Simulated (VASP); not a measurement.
# Y (Fd-3m) in VASP: further runs

The runs below take Y through relaxation of cell and atoms, with PBEsol.

Program: VASP 6.6.1. These are calculated values, not measurements. Logs are shortened: lines on timing, memory, paths and dates and some standing lists are left out, and cuts for length are marked.

## (1) The cell of the first run

Symmetry: Fd-3m, No. 227, cubic system. Conventional cell: a = 7.000 Å, b = 7.000 Å, c = 7.000 Å, α = 90.00°, β = 90.00°, γ = 90.00°. Y (site symmetry -43m) has 4 Y at 3.03 Å within 4.0 Å.

This isn't the form of Y at room conditions, which is hcp.

## (2) Relaxation of cell and atoms, PBEsol, target pressure 10 GPa, at which the enthalpy is minimised

INCAR reads:

```
SYSTEM = Y
PREC     = Accurate       ! precision mode
ENCUT    = 500            ! plane-wave cutoff, eV
EDIFF    = 1E-7           ! SCF threshold, eV
ISMEAR   = -1             ! smearing method
SIGMA    = 0.1            ! smearing width, eV
LREAL    = .FALSE.        ! projectors in reciprocal space
LASPH    = .TRUE.         ! aspherical terms in the spheres
NELM     = 120            ! most SCF steps
ALGO     = Normal         ! electronic algorithm
ISIF     = 3              ! what is computed and relaxed
LWAVE    = .FALSE.        ! write WAVECAR
LCHARG   = .FALSE.        ! write CHGCAR
GGA      = PS             ! functional
IBRION   = 2              ! ionic algorithm
NSW      = 80             ! ionic steps
EDIFFG   = -0.02          ! ionic threshold
PSTRESS  = 100.0        
GGA_COMPAT= .FALSE.      
NELMIN   = 4
```

KPOINTS reads:

```
Automatic mesh
0
G
  6 6 6
  0 0 0
```

POSCAR reads:

```
Y
1.0
    0.0000000000      3.5000000000      3.5000000000
    3.5000000000      0.0000000000      3.5000000000
    3.5000000000      3.5000000000      0.0000000000
Y
2
Direct
    1.0000000000      1.0000000000      1.0000000000
    0.2500000000      0.2500000000      0.2500000000
```

Potentials or basis: VASP PAW PBE potentials, release 64 (Y_sv).

The run is started by

```console
cat potpaw_PBE.64/Y_sv/POTCAR > POTCAR
mpirun -np 1 vasp_std > vasp.out
```

OUTCAR:

```text
SYSTEM = Y
   PREC = Accurate
   ENCUT = 500
   EDIFF = 1E-7
   ISMEAR = -1
   LREAL = .FALSE.
   LASPH = .TRUE.
   NELM = 120
   ISIF = 3
   GGA = PS
   IBRION = 2
   NSW = 80
   EDIFFG = -0.02
   PSTRESS = 100.0
   NELMIN = 4

 ion  position               nearest neighbor table
   1  0.000  0.000  0.000-   2 3.03   2 3.03   2 3.03   2 3.03
   2  0.250  0.250  0.250-   1 3.03   1 3.03   1 3.03   1 3.03

  LATTYP: Found a face centered cubic cell.
 ALAT       =     7.0000000000

  Lattice vectors:

 A1 = (   0.0000000000,   3.5000000000,   3.5000000000)
 A2 = (   3.5000000000,   0.0000000000,   3.5000000000)
 A3 = (   3.5000000000,   3.5000000000,   0.0000000000)

Analysis of symmetry for initial positions (statically):
=====================================================================
 Subroutine PRICEL returns:
 Original cell was already a primitive cell.

 Routine SETGRP: Setting up the symmetry group for a
 face centered cubic supercell.

 Subroutine GETGRP returns: Found 48 space group operations
 (whereof 24 operations were pure point group operations)
 out of a pool of 48 trial point group operations.

The static configuration has the point symmetry T_d .
 The point group associated with its full space group is O_h .

Analysis of symmetry for dynamics (positions and initial velocities):
=====================================================================
 Subroutine PRICEL returns:
 Original cell was already a primitive cell.

 Routine SETGRP: Setting up the symmetry group for a
 face centered cubic supercell.

 Subroutine GETGRP returns: Found 48 space group operations
 (whereof 24 operations were pure point group operations)
 out of a pool of 48 trial point group operations.

The dynamic configuration has the point symmetry T_d .
 The point group associated with its full space group is O_h .

 Subroutine INISYM returns: Found 48 space group operations
 (whereof 24 operations are pure point group operations),
 and found     1 'primitive' translations

----------------------------------------------------------------------------------------

                                     Primitive cell

  volume of cell :      85.7500

  direct lattice vectors                    reciprocal lattice vectors
     0.000000000  3.500000000  3.500000000    -0.142857143  0.142857143  0.142857143
     3.500000000  0.000000000  3.500000000     0.142857143 -0.142857143  0.142857143
     3.500000000  3.500000000  0.000000000     0.142857143  0.142857143 -0.142857143

  length of vectors
     4.949747468  4.949747468  4.949747468     0.247435830  0.247435830  0.247435830

  position of ions in fractional coordinates (direct lattice)
     0.000000000  0.000000000  0.000000000
     0.250000000  0.250000000  0.250000000

  ion indices of the primitive-cell ions
   primitive index   ion index
                 1           1
                 2           2

----------------------------------------------------------------------------------------

 KPOINTS: Automatic mesh

Automatic generation of k-mesh.
 Grid dimensions read from file:
 generate k-points for:    6    6    6

 Generating k-lattice:

  Cartesian coordinates                     Fractional coordinates (reciprocal lattice)
    -0.023809524  0.023809524  0.023809524     0.166666667  0.000000000  0.000000000
     0.023809524 -0.023809524  0.023809524     0.000000000  0.166666667  0.000000000
     0.023809524  0.023809524 -0.023809524     0.000000000  0.000000000  0.166666667

  Length of vectors
     0.041239305  0.041239305  0.041239305

  Shift w.r.t. Gamma in fractional coordinates (k-lattice)
     0.000000000  0.000000000  0.000000000

 Subroutine IBZKPT returns following result:
 ===========================================

 Found     16 irreducible k-points:

 Following reciprocal coordinates:
            Coordinates               Weight
  0.000000  0.000000  0.000000      1.000000
  0.166667  0.000000  0.000000      8.000000
  0.333333  0.000000  0.000000      8.000000
  0.500000  0.000000  0.000000      4.000000
  0.166667  0.166667  0.000000      6.000000
  0.333333  0.166667  0.000000     24.000000
[... 8 lines left out ...]
 -0.333333  0.333333  0.166667     24.000000
 -0.333333  0.500000  0.166667     12.000000
   k-points           NKPTS =     16   k-points in BZ     NKDIM =     16   number of bands    NBANDS=     15
   number of dos      NEDOS =    301   number of ions     NIONS =      2
   total plane-waves  NPLWV =  46656
   dimension x,y,z NGX =    36 NGY =   36 NGZ =   36
   dimension x,y,z NGXF=    72 NGYF=   72 NGZF=   72
   ions per type =               2
   NGX,Y,Z   is equivalent  to a cutoff of  12.09, 12.09, 12.09 a.u.
   NGXF,Y,Z  is equivalent  to a cutoff of  24.18, 24.18, 24.18 a.u.
 SYSTEM =  Y
   PREC   = accura    normal or accurate (medium, high low for compatibility)
   ISTART =      0    job   : 0-new  1-cont  2-samecut
   ICHARG =      2    charge: 1-file 2-atom 10-const
   ISPIN  =      1    spin polarized calculation?
   LNONCOLLINEAR =      F non collinear calculations
   LSORBIT =      F    spin-orbit coupling
   LASPH  =      T    aspherical Exc in radial PAW
   ENCUT  =  500.0 eV  36.75 Ry    6.06 a.u.   9.02  9.02  9.02*2*pi/ulx,y,z
   NELM   =    120;   NELMIN=  4; NELMDL= -5     # of ELM steps
   EDIFF  = 0.1E-06   stopping-criterion for ELM
   LREAL  =      F    real-space projection
   EDIFFG = -.2E-01   stopping-criterion for IOM
   NSW    =     80    number of steps for IOM
   IBRION =      2    ionic relax: 0-MD 1-quasi-New 2-CG
   NFREE  =      1    steps in history (QN), initial steepest desc. (CG)
   ISIF   =      3    stress and relaxation
   ISYM   =      2    0-nonsym 1-usesym 2-fastsym
   POTIM  = 0.5000    time-step for ionic-motion
   TEBEG  =    0.0;   TEEND  =   0.0 temperature during run
   PSTRESS=  100.0 pullay stress
   NELECT =      22.0000    total number of electrons
   NUPDOWN=      -1.0000    fix difference up-down
   EMIN   =  10.00;   EMAX   =-10.00  energy-range for DOS
   EFERMI =   0.00;   METHOD = LEGACY
   ISMEAR =    -1;   SIGMA  =   0.10  broadening in eV -4-tet -1-fermi 0-gaus
   EFERMI_NEDOS =   21; number of points for ismear=-14 and -15
   IALGO  =     38    algorithm
   IMIX   =      4    mixing-type and parameters
     AMIX     =   0.40;   BMIX     =  1.00
     AMIX_MAG =   1.60;   BMIX_MAG =  1.00
  volume/ion in A,a.u.               =      42.88       289.33
  Fermi-wavevector in a.u.,A,eV,Ry     =   1.040250  1.965787 14.723134  1.082120
  Thomas-Fermi vector in A             =   2.174817
   LORBIT       =      0    0 simple, 1 ext, 2 COOP (PROOUT), +10 PAW based schemes
   GGA     = PS    functional components
   LHFCALC =     F    Hartree Fock is set to
   AEXX    =    0.0000 exact exchange contribution
   IVDW    =     0    specifies the selected vdW correction
   LEPSILON=     F    determine dielectric tensor
   LRPA    =     F    only Hartree local field effects (RPA)
 conjugate gradient relaxation of ions
 non-spin polarized calculation
  energy-cutoff  :      500.00
  volume of cell :       85.75
 maximum number of plane-waves:      2200
   NGX = 17   NGY = 17   NGZ = 17

--------------------------------------- Ionic step        1  -------------------------------------------

 number of electron      21.9999999 magnetization

 Free energy of the ion-electron system (eV)
  ---------------------------------------------------
  ext. energy  EPLUGINS =         0.00000000
  ---------------------------------------------------
  free energy    TOTEN  =        -9.68455267 eV

  energy without entropy =       -9.55665700  energy(sigma->0) =       -9.62060483

 E-fermi :   1.2945     XC(G=0):  -8.3453

 val. band max:        1.2707764676   @ k =   0.0000   0.0000   0.0000
 cond. band min:       1.3271804430   @ k =  -0.3333   0.3333   0.0000
 fundamental gap:      0.0564039753
 Fermi energy:         1.2945121393

 k-point     1 :       0.0000    0.0000    0.0000
  band No.  band energies     occupation
      1     -41.8806      2.00000
      2     -41.5837      2.00000
      3     -22.1025      2.00000
      4     -22.1025      2.00000
      5     -22.1025      2.00000
      6     -21.4711      2.00000
      7     -21.4711      2.00000
      8     -21.4711      2.00000
      9      -2.3684      2.00000
     10       1.2708      1.11812
     11       1.2708      1.11812
     12       1.7737      0.01646
     13       1.7737      0.01646
     14       1.7737      0.01646
     15       3.3504      0.00000

 k-point     2 :       0.1667    0.0000    0.0000
  band No.  band energies     occupation
      1     -41.8662      2.00000
      2     -41.5986      2.00000
      3     -22.1221      2.00000
      4     -22.1221      2.00000
      5     -22.1014      2.00000
      6     -21.4750      2.00000
      7     -21.4503      2.00000
      8     -21.4503      2.00000
      9      -2.0442      2.00000
     10       1.1281      1.68145
     11       1.1281      1.68145
     12       1.7363      0.02382
     13       2.0531      0.00101
     14       2.0531      0.00101
     15       2.7108      0.00000
[... 339 lines left out ...]
 VOLUME and BASIS-vectors are now :
 -----------------------------------------------------------------------------
  energy-cutoff  :      500.00
  volume of cell :       49.93
      direct lattice vectors                 reciprocal lattice vectors
    -0.000000000  2.922561877  2.922561877    -0.171082776  0.171082776  0.171082776
     2.922561877 -0.000000000  2.922561877     0.171082776 -0.171082776  0.171082776
     2.922561877  2.922561877  0.000000000     0.171082776  0.171082776 -0.171082776

 POSITION                                       TOTAL-FORCE (eV/Angst)
 -----------------------------------------------------------------------------------
      0.00000      0.00000      0.00000        -0.000000     -0.000000     -0.000000
      1.46128      1.46128      1.46128         0.000000      0.000000      0.000000
 -----------------------------------------------------------------------------------
    total drift:                                0.000000      0.000000      0.000000

  FREE ENERGIE OF THE ION-ELECTRON SYSTEM (eV)
  ---------------------------------------------------
  free  energy   TOTEN  =        -9.0569268295 eV

  energy  without entropy=       -8.9829740954  energy(sigma->0) =       -9.01995046

  enthalpy is  TOTEN    =        -5.9408327726 eV   P V=        3.1160940570

--------------------------------------- Ionic step        4  -------------------------------------------

 number of electron      22.0000001 magnetization

 Free energy of the ion-electron system (eV)
  ---------------------------------------------------
  ext. energy  EPLUGINS =         0.00000000
  ---------------------------------------------------
  free energy    TOTEN  =        -9.10852885 eV

  energy without entropy =       -9.03106696  energy(sigma->0) =       -9.06979790

 E-fermi :   4.0625     XC(G=0): -10.3990

 val. band max:        4.0056102991   @ k =   0.5000   0.1667   0.0000
 cond. band min:       4.0692586387   @ k =   0.5000   0.3333   0.0000
 fundamental gap:      0.0636483397
 Fermi energy:         4.0625167918

 k-point     1 :       0.0000    0.0000    0.0000
  band No.  band energies     occupation
      1     -39.3299      2.00000
      2     -37.7222      2.00000
      3     -19.8039      2.00000
      4     -19.8039      2.00000
      5     -19.8039      2.00000
      6     -17.7846      2.00000
      7     -17.7846      2.00000
      8     -17.7846      2.00000
      9      -0.1034      2.00000
     10       3.0916      1.99988
     11       3.0916      1.99988
     12       4.9146      0.00040
     13       4.9146      0.00040
     14       4.9146      0.00040
     15       7.5716      0.00000

 k-point     2 :       0.1667    0.0000    0.0000
  band No.  band energies     occupation
      1     -39.2569      2.00000
      2     -37.8092      2.00000
      3     -19.8801      2.00000
      4     -19.8801      2.00000
      5     -19.8179      2.00000
      6     -17.7491      2.00000
      7     -17.6895      2.00000
      8     -17.6895      2.00000
      9       0.4250      2.00000
     10       2.8847      1.99998
     11       2.8847      1.99998
     12       4.8402      0.00084
     13       5.3960      0.00000
     14       5.3960      0.00000
     15       6.3670      0.00000
[... 263 lines left out ...]
 VOLUME and BASIS-vectors are now :
 -----------------------------------------------------------------------------
  energy-cutoff  :      500.00
  volume of cell :       50.72
      direct lattice vectors                 reciprocal lattice vectors
    -0.000000000  2.938080437  2.938080437    -0.170179139  0.170179139  0.170179139
     2.938080437 -0.000000000  2.938080437     0.170179139 -0.170179139  0.170179139
     2.938080437  2.938080437  0.000000000     0.170179139  0.170179139 -0.170179139

 POSITION                                       TOTAL-FORCE (eV/Angst)
 -----------------------------------------------------------------------------------
      0.00000      0.00000      0.00000        -0.000000     -0.000000     -0.000000
      1.46904      1.46904      1.46904         0.000000      0.000000      0.000000
 -----------------------------------------------------------------------------------
    total drift:                                0.000000      0.000000      0.000000

  FREE ENERGIE OF THE ION-ELECTRON SYSTEM (eV)
  ---------------------------------------------------
  free  energy   TOTEN  =        -9.1085288459 eV

  energy  without entropy=       -9.0310669637  energy(sigma->0) =       -9.06979790

  enthalpy is  TOTEN    =        -5.9425321457 eV   P V=        3.1659967002

 reached required accuracy - stopping structural energy minimisation
```

It took 1.7 min on 1 thread of Intel Xeon Platinum 8259CL at 2.50GHz (Skylake/Cascade Lake), shared host; peak memory 0.23 GiB.

Results:

- Free energy: -9.1085 eV
- Relaxed volume: 25.36 Å³/atom
- Relaxed cell: a = 4.155 Å, b = 4.155 Å, c = 4.155 Å, α = 60.00°, β = 60.00°, γ = 60.00°
- Space group after relaxing (to 0.1 Å): Fd-3m (No. 227)
- Energy change on relaxing (the run minimises the enthalpy): +288.0 meV/atom
- Ionic steps: 4
- Pressure after relaxing: 9.9 GPa
- Band gap on the k mesh: zero (bands 11 and 12 overlap by 1.41 eV)

Step by step:
```csv
step,energy change (eV),largest force (eV/Å),pressure (GPa),volume (Å³)
1,0.0000,0.0000,-0.74,85.75
2,0.3721,0.0000,6.44,54.79
3,0.6276,0.0000,10.79,49.93
4,0.5760,0.0000,9.89,50.72
```

Final structure:
```
CELL_PARAMETERS angstrom
0.00000 2.93808 2.93808
2.93808 0.00000 2.93808
2.93808 2.93808 0.00000
ATOMIC_POSITIONS crystal
Y 0.00000 0.00000 0.00000
Y 0.25000 0.25000 0.25000
```

Caveat: the cell is relaxed towards a set pressure, so the run minimises the enthalpy, not the energy; the volume moved by over 15 % at a fixed basis, so the end points are rough; the PAW data sets were made with another functional, which shifts forces and pressure a little.

(Part 1 of 2 ends here.)
